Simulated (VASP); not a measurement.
# HfNb2CN2 (I4/mmm) in VASP: notebook

The runs below take HfNb2CN2 through single point, relaxation of cell and atoms, with PBE.

Program: VASP 6.6.1. These are calculated values, not measurements. Logs are shortened: lines on timing, memory, paths and dates and some standing lists are left out, and cuts for length are marked.

### 1 The cell of the first run

It takes space group I4/mmm (No. 139, tetragonal). Conventional cell: a = 3.733 Å, b = 3.733 Å, c = 10.778 Å, α = 90.00°, β = 90.00°, γ = 90.00°. Within 3.5 Å of Hf (site symmetry 4/mmm) lie 4 C at 2.64 Å and 8 Nb at 3.07 Å and 8 N at 3.28 Å. Nb (site symmetry 4mm) has 1 C at 1.56 Å within 2.1 Å. C (site symmetry 4/mmm) has 2 Nb at 1.56 Å within 2.1 Å. N (site symmetry -4m2) has 4 Nb at 2.18 Å and 4 N at 2.64 Å within 2.9 Å.

### 2 Single point, PBE

Contents of INCAR:

```
ALGO     = Normal         # electronic algorithm
EDIFF    = 1E-6           # SCF threshold, eV
ENCUT    = 520            # plane-wave cutoff, eV
GGA      = PE             # functional
ISIF     = 2              # what is computed and relaxed
ISMEAR   = 0              # smearing method
LASPH    = T              # aspherical terms in the spheres
LCHARG   = F              # write CHGCAR
LREAL    = F              # projectors in reciprocal space
LWAVE    = F              # write WAVECAR
NBANDS   = 34             # bands
NELM     = 80             # most SCF steps
PREC     = Accurate       # precision mode
SIGMA    = 0.1            # smearing width, eV
```

Contents of KPOINTS:

```
k-points
0
Gamma
  6 6 6
```

Contents of POSCAR:

```
HfNb2CN2
1.0
   -1.8664683700      1.8664683700      5.3892308400
    1.8664683700     -1.8664683700      5.3892308400
    1.8664683700      1.8664683700     -5.3892308400
Hf Nb C N
1 2 1 2
Direct
    0.0000000000      0.0000000000      0.0000000000
    0.3551050100      0.3551050100      0.0000000000
    0.6448949900      0.6448949900      0.0000000000
    0.5000000000      0.5000000000      0.0000000000
    0.7500000000      0.2500000000      0.5000000000
    0.2500000000      0.7500000000      0.5000000000
```

Potentials or basis: VASP PAW PBE potentials, release 64 (Hf_pv, Nb_sv, C, N).

Launch:

```console
cat potpaw_PBE.64/Hf_pv/POTCAR potpaw_PBE.64/Nb_sv/POTCAR potpaw_PBE.64/C/POTCAR potpaw_PBE.64/N/POTCAR > POTCAR
mpirun -np 1 vasp_std > vasp.out
```

OUTCAR:

```text
EDIFF = 1E-6
   ENCUT = 520
   GGA = PE
   ISIF = 2
   ISMEAR = 0
   LASPH = T
   LREAL = F
   NELM = 80
   PREC = Accurate

 ion  position               nearest neighbor table
   1  0.000  0.000  0.000-   4 2.64   4 2.64   4 2.64   4 2.64   3 3.07   2 3.07   3 3.07   2 3.07
                             3 3.07   2 3.07   2 3.07   3 3.07
   2  0.355  0.355  0.000-   4 1.56   5 2.18   6 2.18   6 2.18   5 2.18   1 3.07   1 3.07   1 3.07
                             1 3.07
   3  0.645  0.645  0.000-   4 1.56   5 2.18   6 2.18   5 2.18   6 2.18   1 3.07   1 3.07   1 3.07
                             1 3.07
   4  0.500  0.500  0.000-   2 1.56   3 1.56   1 2.64   1 2.64   1 2.64   1 2.64
   5  0.750  0.250  0.500-   2 2.18   3 2.18   2 2.18   3 2.18
   6  0.250  0.750  0.500-   2 2.18   3 2.18   2 2.18   3 2.18

  LATTYP: Found a body centered tetragonal cell.
 ALAT       =     3.7329367400
 C/A-ratio  =     2.8873946790

  Lattice vectors:

 A1 = (  -1.8664683700,   1.8664683700,   5.3892308400)
 A2 = (   1.8664683700,  -1.8664683700,   5.3892308400)
 A3 = (   1.8664683700,   1.8664683700,  -5.3892308400)

Analysis of symmetry for initial positions (statically):
=====================================================================
 Subroutine PRICEL returns:
 Original cell was already a primitive cell.

 Routine SETGRP: Setting up the symmetry group for a
 body centered tetragonal supercell.

 Subroutine GETGRP returns: Found 16 space group operations
 (whereof 16 operations were pure point group operations)
 out of a pool of 16 trial point group operations.

The static configuration has the point symmetry D_4h.

Analysis of symmetry for dynamics (positions and initial velocities):
=====================================================================
 Subroutine PRICEL returns:
 Original cell was already a primitive cell.

 Routine SETGRP: Setting up the symmetry group for a
 body centered tetragonal supercell.

 Subroutine GETGRP returns: Found 16 space group operations
 (whereof 16 operations were pure point group operations)
 out of a pool of 16 trial point group operations.

The dynamic configuration has the point symmetry D_4h.

 Subroutine INISYM returns: Found 16 space group operations
 (whereof 16 operations are pure point group operations),
 and found     1 'primitive' translations

----------------------------------------------------------------------------------------

                                     Primitive cell
[... 98 lines left out ...]
   NELM   =     80;   NELMIN=  2; NELMDL= -5     # of ELM steps
   EDIFF  = 0.1E-05   stopping-criterion for ELM
   LREAL  =      F    real-space projection
   EDIFFG = 0.1E-04   stopping-criterion for IOM
   NSW    =      0    number of steps for IOM
   IBRION =     -1    ionic relax: 0-MD 1-quasi-New 2-CG
   NFREE  =      0    steps in history (QN), initial steepest desc. (CG)
   ISIF   =      2    stress and relaxation
   ISYM   =      2    0-nonsym 1-usesym 2-fastsym
   POTIM  = 0.5000    time-step for ionic-motion
   TEBEG  =    0.0;   TEEND  =   0.0 temperature during run
   PSTRESS=    0.0 pullay stress
   NELECT =      50.0000    total number of electrons
   NUPDOWN=      -1.0000    fix difference up-down
   EMIN   =  10.00;   EMAX   =-10.00  energy-range for DOS
   EFERMI =   0.00;   METHOD = LEGACY
   ISMEAR =     0;   SIGMA  =   0.10  broadening in eV -4-tet -1-fermi 0-gaus
   EFERMI_NEDOS =   21; number of points for ismear=-14 and -15
   IALGO  =     38    algorithm
   IMIX   =      4    mixing-type and parameters
     AMIX     =   0.40;   BMIX     =  1.00
     AMIX_MAG =   1.60;   BMIX_MAG =  1.00
  volume/ion in A,a.u.               =      12.52        84.46
  Fermi-wavevector in a.u.,A,eV,Ry     =   1.429515  2.701392 27.803697  2.043514
  Thomas-Fermi vector in A             =   2.549461
   LORBIT       =      0    0 simple, 1 ext, 2 COOP (PROOUT), +10 PAW based schemes
   GGA     = PE    functional components
   LHFCALC =     F    Hartree Fock is set to
   AEXX    =    0.0000 exact exchange contribution
   IVDW    =     0    specifies the selected vdW correction
   LEPSILON=     F    determine dielectric tensor
   LRPA    =     F    only Hartree local field effects (RPA)
 non-spin polarized calculation
 Gauss-broadening in eV      SIGMA  =   0.10
  energy-cutoff  :      520.00
  volume of cell :       75.10
 maximum number of plane-waves:      2037
 NGX is ok and might be reduce to    48
   NGX = 23   NGY = 23   NGZ = 23

 number of electron      50.0000000 magnetization

 Free energy of the ion-electron system (eV)
  ---------------------------------------------------
  ext. energy  EPLUGINS =         0.00000000
  ---------------------------------------------------
  free energy    TOTEN  =       -48.38505209 eV

  energy without entropy =      -48.36538416  energy(sigma->0) =      -48.37521813

 E-fermi :   9.1644     XC(G=0): -12.1815

 val. band max:        9.1580912805   @ k =   0.5000   0.1667  -0.0000
 cond. band min:       9.1752141241   @ k =  -0.1667   0.1667   0.0000
 fundamental gap:      0.0171228436
 Fermi energy:         9.1643786603

 k-point     1 :       0.0000    0.0000    0.0000
  band No.  band energies     occupation
      1     -45.5687      2.00000
      2     -45.5436      2.00000
      3     -22.9300      2.00000
      4     -22.6240      2.00000
      5     -22.2973      2.00000
      6     -22.2973      2.00000
[... 877 lines left out ...]
     33      13.2130      0.00000
     34      14.0410      0.00000

 [... further k-points ...]
[... 5 lines left out ...]
  --------------------------------------------------------------------------------------
  -------------------------------------------------------------------------------------
  Total        1.4947696      1.4947696     66.5202132      0.0000000      0.0000000     -0.0000000
  in kB       31.8901667     31.8901667   1419.1757066      0.0000000      0.0000000     -0.0000000
  external PRESSURE =     494.3186800 kB  Pullay stress =       0.0000000 kB

 VOLUME and BASIS-vectors are now :
 -----------------------------------------------------------------------------
  energy-cutoff  :      520.00
  volume of cell :       75.10
      direct lattice vectors                 reciprocal lattice vectors
    -1.866468370  1.866468370  5.389230840     0.000000000  0.267885600  0.092777618
     1.866468370 -1.866468370  5.389230840     0.267885600  0.000000000  0.092777618
     1.866468370  1.866468370 -5.389230840     0.267885600  0.267885600  0.000000000

 POSITION                                       TOTAL-FORCE (eV/Angst)
 -----------------------------------------------------------------------------------
      0.00000      0.00000      0.00000         0.000000      0.000000     -0.000000
      0.00000      0.00000      3.82749        -0.000000     -0.000000    -26.628045
      0.00000      0.00000      6.95098         0.000000      0.000000     26.628045
      0.00000      0.00000      5.38923         0.000000      0.000000     -0.000000
     -0.00000      1.86647      2.69462         0.000000      0.000000      0.000000
      1.86647     -0.00000      2.69462         0.000000      0.000000      0.000000
 -----------------------------------------------------------------------------------
    total drift:                                0.000000     -0.000000      0.000000

  FREE ENERGIE OF THE ION-ELECTRON SYSTEM (eV)
  ---------------------------------------------------
  free  energy   TOTEN  =       -48.3850520943 eV

  energy  without entropy=      -48.3653841562  energy(sigma->0) =      -48.37521813
```

OSZICAR:

```text
N       E                     dE             d eps       ncg     rms          rms(c)
DAV:   1     0.498670620657E+03    0.49867E+03   -0.27222E+04  2040   0.150E+03
DAV:   2    -0.138003119755E+02   -0.51247E+03   -0.48558E+03  2520   0.542E+02
DAV:   3    -0.585499556079E+02   -0.44750E+02   -0.43595E+02  3656   0.125E+02
DAV:   4    -0.612085126781E+02   -0.26586E+01   -0.26414E+01  3240   0.239E+01
DAV:   5    -0.613096708581E+02   -0.10116E+00   -0.10104E+00  3400   0.512E+00    0.389E+01
DAV:   6    -0.491148085045E+02    0.12195E+02   -0.64502E+01  2760   0.415E+01    0.262E+01
DAV:   7    -0.486738838205E+02    0.44092E+00   -0.13458E+01  2914   0.188E+01    0.171E+01
DAV:   8    -0.483893130656E+02    0.28457E+00   -0.21932E+00  3402   0.105E+01    0.102E+01
DAV:   9    -0.484149355207E+02   -0.25622E-01   -0.49577E-01  2802   0.418E+00    0.114E+00
DAV:  10    -0.483839442320E+02    0.30991E-01   -0.16066E-01  2766   0.265E+00    0.602E-01
DAV:  11    -0.483858296533E+02   -0.18854E-02   -0.35399E-02  3176   0.123E+00    0.429E-01
DAV:  12    -0.483849868677E+02    0.84279E-03   -0.56903E-03  2646   0.433E-01    0.143E-01
DAV:  13    -0.483850509717E+02   -0.64104E-04   -0.96528E-04  3212   0.221E-01    0.295E-02
DAV:  14    -0.483850517652E+02   -0.79356E-06   -0.51337E-05  3024   0.538E-02    0.168E-02
DAV:  15    -0.483850519261E+02   -0.16089E-06   -0.11893E-05  3160   0.201E-02    0.449E-03
DAV:  16    -0.483850520943E+02   -0.16818E-06   -0.92176E-07  1654   0.685E-03
   1 F= -.48385052E+02 E0= -.48375218E+02  d E =-.196679E-01
```

It took 93 s on 1 thread of Intel Xeon 6975P-C (Granite Rapids), shared host; peak memory 0.37 GiB.

Results:

```
Free energy            : -48.3851 eV
Pressure               : 49.4 GPa
Largest force          : 26.628 eV/Å
Band gap on the k mesh : zero (band 25 reaches 9.49 eV, above the bottom of band 26 at 8.39 eV)
```

Forces in eV/Å, atoms in the order of the input:
```
Hf    0.000   0.000   0.000
Nb    0.000   0.000 -26.628
Nb    0.000   0.000  26.628
C     0.000   0.000   0.000
N     0.000   0.000   0.000
N     0.000   0.000   0.000
```

Levels at points of the mesh, in eV from the Fermi level:
```tsv
k point	band 23	band 24	band 25	band 26	band 27	band 28
(0.00, 0.00, 0.00)	-0.85	-0.45	-0.45	-0.39	0.56	0.56
(0.50, 0.00, 0.00)	-2.28	0.08	0.28	0.45	0.82	1.02
(0.50, 0.50, 0.00)	-1.76	-1.29	-0.86	-0.76	0.16	1.15
(0.50, 0.50, 0.50)	-2.08	-2.08	-0.47	0.55	0.72	1.55
```

Caveat: the k points lie up to 0.40 Å⁻¹ apart; spin-orbit coupling is left out, which moves the levels of the heavy elements; forces of over 1 eV/Å act on the atoms, so gaps and moduli don't describe the material at rest.

### 3 Single point, PBE

This run uses another cell than the first one, of 13.36 Å³/atom, 1.068 times its volume.

Contents of INCAR:

```
SYSTEM = HfNb2CN2
PREC = Accurate ; ENCUT = 520
EDIFF = 1E-6 ; ISMEAR = 0
SIGMA = 0.1 ; LREAL = .FALSE.
LASPH = .TRUE. ; NELM = 100
ALGO = Normal ; ISIF = 2
LWAVE = .FALSE. ; LCHARG = .FALSE.
GGA = PE ; NBANDS = 34
```

Contents of KPOINTS:

```
regular mesh
0
G
  6 6 6
  0 0 0
```

Contents of POSCAR:

```
HfNb2CN2
1.0
   -1.7295027148      1.7295027148      6.7010640945
    1.7295027148     -1.7295027148      6.7010640945
    1.7295027148      1.7295027148     -6.7010640945
Hf Nb C N
1 2 1 2
Direct
    0.0000000000      0.0000000000      0.0000000000
    0.3318005943      0.3318005943      0.0000000000
    0.6681994057      0.6681994057      0.0000000000
    0.5000000000      0.5000000000      0.0000000000
    0.7500000000      0.2500000000      0.5000000000
    0.2500000000      0.7500000000      0.5000000000
```

Potentials or basis: VASP PAW PBE potentials, release 64 (Hf_pv, Nb_sv, C, N).

Launch:

```console
cat potpaw_PBE.64/Hf_pv/POTCAR potpaw_PBE.64/Nb_sv/POTCAR potpaw_PBE.64/C/POTCAR potpaw_PBE.64/N/POTCAR > POTCAR
mpirun -np 1 vasp_std > vasp.out
```

Run time: 2.7 min. Hardware: 1 thread of Intel Xeon 6975P-C (Granite Rapids), shared host; peak memory 0.43 GiB.

It converged, with:

* Free energy: -59.2518 eV
* Pressure: -0.6 GPa
* Largest force: 0.016 eV/Å
* Band gap on the k mesh: zero (band 25 reaches 9.24 eV, above the bottom of band 26 at 7.89 eV)

Forces in eV/Å, atoms in the order of the input:
```
Hf   0.000  0.000  0.000
Nb   0.000  0.000 -0.016
Nb   0.000  0.000  0.016
C    0.000  0.000  0.000
N    0.000  0.000  0.000
N    0.000  0.000  0.000
```

Stress tensor (GPa, compression positive):
```
-0.59  0.00  0.00
 0.00 -0.59  0.00
 0.00  0.00 -0.49
```

Levels at points of the mesh, in eV from the Fermi level:
```tsv
k point	band 22	band 23	band 24	band 25	band 26	band 27	band 28	band 29
(0.00, 0.00, 0.00)	-1.68	-0.56	-0.22	-0.22	0.39	1.64	1.64	1.72
(0.50, 0.00, 0.00)	-2.81	-2.59	-0.99	-0.52	0.65	0.89	1.40	1.99
(0.50, 0.50, 0.00)	-2.32	-2.32	-1.74	-1.62	-0.53	0.68	2.00	2.29
(0.50, 0.50, 0.50)	-0.93	-0.60	-0.60	-0.33	0.48	0.61	1.50	2.13
```

Caveat: the k points lie up to 0.43 Å⁻¹ apart; spin-orbit coupling is left out, which moves the levels of the heavy elements.

### 4 Relaxation of cell and atoms, PBE

Contents of INCAR:

```
PREC     = Accurate       # precision mode
ENCUT    = 600            # plane-wave cutoff, eV
EDIFF    = 1E-6           # SCF threshold, eV
ISMEAR   = 0              # smearing method
SIGMA    = 0.1            # smearing width, eV
LREAL    = F              # projectors in reciprocal space
LASPH    = T              # aspherical terms in the spheres
NELM     = 80             # most SCF steps
ALGO     = Normal         # electronic algorithm
ISIF     = 3              # what is computed and relaxed
LWAVE    = F              # write WAVECAR
LCHARG   = F              # write CHGCAR
GGA      = PE             # functional
IBRION   = 2              # ionic algorithm
NSW      = 90             # ionic steps
EDIFFG   = -0.04          # ionic threshold
```

Contents of KPOINTS:

```
regular mesh
0
Gamma
  6 6 6
```

Contents of POSCAR:

```
HfNb2CN2
1.0
   -1.8664683700      1.8664683700      5.3892308400
    1.8664683700     -1.8664683700      5.3892308400
    1.8664683700      1.8664683700     -5.3892308400
Hf Nb C N
1 2 1 2
Direct
    0.0000000000      0.0000000000      0.0000000000
    0.3551050100      0.3551050100      0.0000000000
    0.6448949900      0.6448949900      0.0000000000
    0.5000000000      0.5000000000      0.0000000000
    0.7500000000      0.2500000000      0.5000000000
    0.2500000000      0.7500000000      0.5000000000
```

Launch:

```console
cat potpaw_PBE.64/Hf_pv/POTCAR potpaw_PBE.64/Nb_sv/POTCAR potpaw_PBE.64/C/POTCAR potpaw_PBE.64/N/POTCAR > POTCAR
mpirun -np 1 vasp_std > vasp.out
```

It took 24 min on 1 thread of Intel Xeon 6975P-C (Granite Rapids), shared host; peak memory 0.44 GiB.

It converged, with:

```
Free energy                            : -55.3077 eV
Relaxed volume                         : 15.84 Å³/atom
Relaxed cell                           : a = 7.993 Å, b = 7.993 Å, c = 7.993 Å, α = 154.42°, β = 154.42°, γ = 36.49°
Space group after relaxing (to 0.05 Å) : I4/mmm (No. 139)
Energy gained by relaxing              : 1152.2 meV/atom
Ionic steps                            : 23
Pressure after relaxing                : 0.0 GPa
Largest force after relaxing           : 0.038 eV/Å
Band gap on the k mesh                 : zero (band 25 reaches 7.10 eV, above the bottom of band 26 at 6.29 eV)
```

Forces on the atoms (eV/Å):
```
Hf   0.000  0.000  0.000
Nb   0.000  0.000 -0.038
Nb   0.000  0.000  0.038
C    0.000  0.000  0.000
N    0.000  0.000  0.000
N    0.000  0.000  0.000
```

Step by step:
```
step  energy change (eV)  largest force (eV/Å)  pressure (GPa)  volume (Å³)
   1              0.0000               26.6158           49.36        75.10
   2             -1.4556                3.9188           17.63       117.97
   3             -1.9251                5.3583           12.19       120.19
   4             -2.8258                3.9069            1.45       124.65
   5             -2.9452                0.5566          -18.36       133.62
   6             -3.1186                3.2695           -3.72       126.51
   7             -5.2193                1.3737          -13.26       118.38
   8             -5.4655                0.0246          -15.76       114.22
   9             -6.1290                0.2503           -2.41        97.62
  10             -6.1413                0.2304           -4.15        99.26
  11             -6.4917                1.1560            1.36        97.70
  12             -6.5354                1.9800            4.62        96.85
  13             -6.7489                1.3736            0.03        99.10
  14             -6.7929                0.9083           -2.71       100.48
  15             -6.8591                0.5473           -1.59        98.74
  16             -6.9050                0.1745            0.05        96.05
  17             -6.9080                0.0663            0.49        95.23
  18             -6.9081                0.0499            0.58        95.11
  19             -6.9113                0.0687           -0.34        95.39
  20             -6.9115                0.0952           -0.58        95.46
  21             -6.9129                0.0748            0.00        95.11
  22             -6.9130                0.0426           -0.09        95.18
  23             -6.9131                0.0382           -0.02        95.06
```

Final structure:
```
Hf Nb C N
1.0
    -1.76934    1.76934    7.59148
     1.76934   -1.76934    7.59148
     1.76934    1.76934   -7.59148
Hf Nb C N
1 2 1 2
Direct
  0.00000 0.00000 0.00000
  0.18688 0.18688 0.00000
  0.81312 0.81312 0.00000
  0.50000 0.50000 0.00000
  0.75000 0.25000 0.50000
  0.25000 0.75000 0.50000
```

Levels at points of the mesh, in eV from the Fermi level:
| k point | band 21 | band 22 | band 23 | band 24 | band 25 | band 26 | band 27 | band 28 | band 29 | band 30 |
| --- | --- | --- | --- | --- | --- | --- | --- | --- | --- | --- |
| (0.00, 0.00, 0.00) | -2.31 | -2.16 | -0.67 | 0.08 | 0.28 | 0.28 | 1.01 | 1.40 | 1.85 | 1.85 |
| (0.50, 0.00, 0.00) | -4.01 | -2.97 | -1.94 | -1.40 | -0.92 | 0.13 | 0.71 | 0.81 | 1.17 | 2.70 |
| (0.50, 0.50, 0.00) | -1.94 | -1.89 | -1.39 | -1.28 | -1.26 | -0.53 | 0.19 | 0.42 | 0.62 | 0.75 |
| (0.50, 0.50, 0.50) | -2.51 | -2.13 | -0.67 | 0.00 | 0.25 | 0.25 | 0.58 | 1.38 | 1.98 | 1.98 |

Caveat: the k points lie up to 0.42 Å⁻¹ apart in the final cell; the volume moved by over 15 % at a fixed basis, so the end points are rough; spin-orbit coupling is left out, which moves the levels of the heavy elements.

### 5 Summary

```csv
task,cell,cutoff (eV),gap on the mesh (eV),pressure (GPa),largest force (eV/Å)
single point,"a = 6.001 Å, angles 143.8, 143.8, 52.2°, 6 atoms",520,none,49.4,26.63
single point,"a = 7.133 Å, angles 151.9, 151.9, 40.1°, 6 atoms",520,none,-0.6,0.02
relaxation of cell and atoms,"relaxed from a = 6.001 Å, angles 143.8, 143.8, 52.2°, 6 atoms",600,none,0.0,0.04
```

Alike in all rows: level PBE; potentials or basis VASP PAW PBE potentials, release 64 (Hf_pv, Nb_sv, C, N); no spin polarisation; k mesh 6 × 6 × 6; smearing gaussian 0.1 eV.

Caveats: all runs use coarse meshes; spin-orbit coupling is left out, which moves the levels of the heavy elements; forces of over 1 eV/Å act on the atoms, so gaps and moduli don't describe the material at rest (some runs); the volume moved by over 15 % at a fixed basis, so the end points are rough (some runs).

Absolute energies hang on the potentials; compare differences alone.
